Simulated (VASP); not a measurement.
SnO, 8 atoms in the cell. The structure is tetragonal, space group P4/nmm (No. 129). Conventional cell: a = 3.826 Å, b = 3.826 Å, c = 4.694 Å, α = 90.00°, β = 90.00°, γ = 90.00°. Within 3.0 Å of Sn (site symmetry 4mm) lie 4 O at 2.24 Å. O (site symmetry -4m2) has 4 Sn at 2.24 Å and 4 O at 2.71 Å within 3.0 Å. 

* Program: VASP 6.6.1
* Task: single point
* Functional: PBE
* Potentials or basis: VASP PAW PBE potentials, release 64 (Sn_d, O)
* Cutoff: 520 eV
* k mesh: 10 × 10 × 4
* Occupations: gaussian, width 0.02 eV
* Spin: no spin polarisation
* Dipole correction: no
* Further INCAR settings: ALGO = Fast; EDIFF = 1e-06; NBANDS = 50

Potentials or basis: VASP PAW PBE potentials, release 64 (Sn_d, O).

Run with:

```console
$ cat potpaw_PBE.64/Sn_d/POTCAR potpaw_PBE.64/O/POTCAR > POTCAR
$ mpirun -np 1 vasp_std > vasp.out
```

Hardware: 1 thread of Oxide Virtual Turin-like Processor (shared host).

Problem. How long does it take, and how much memory?

Solution. Run time: 17 min on 1 thread of Oxide Virtual Turin-like Processor (shared host), peak memory 0.51 GiB. Counts: scf iterations 15, k points 93.
